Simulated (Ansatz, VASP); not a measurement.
**CdSe in VASP and in Ansatz**

```
Cd Se
1.0
     4.34609    0.00000    0.00000
    -2.17304    3.76382    0.00000
     0.00000    0.00000    7.08984
Cd Se
2 2
Direct
  0.66667 0.33333 0.49995
  0.33333 0.66667 0.99995
  0.66667 0.33333 0.87591
  0.33333 0.66667 0.37591
```

Alike in both runs: task single point; functional LDA; k mesh 6 × 6 × 4; occupations gaussian, width 0.1 eV; no spin polarisation.

|  | VASP | Ansatz |
| --- | --- | --- |
| version | VASP 6.6.1 | Ansatz 0.2.0 |
| potentials or method | VASP PAW LDA potentials, release 64 (Cd, Se), cutoff 520 eV | scalar-relativistic, plane waves, PAW |
| valence electrons in the cell | 36 | 72 |

```csv
,VASP,Ansatz,Ansatz less VASP
gap on the k mesh at the Fermi level (eV),0.35,0.32,-0.030
least direct gap on the mesh (eV),0.35,0.32,-0.030
pressure (GPa),-2.9,-3.3,-0.37
```

Ansatz warns that its potentials were made for another functional, while VASP's fit it. LDA's correlation is that of Perdew and Zunger in VASP and of Perdew and Wang (1992) in Ansatz. VASP's potentials hold 36 valence electrons a cell and Ansatz's 72, so a difference there can come from the potentials and not from the codes.
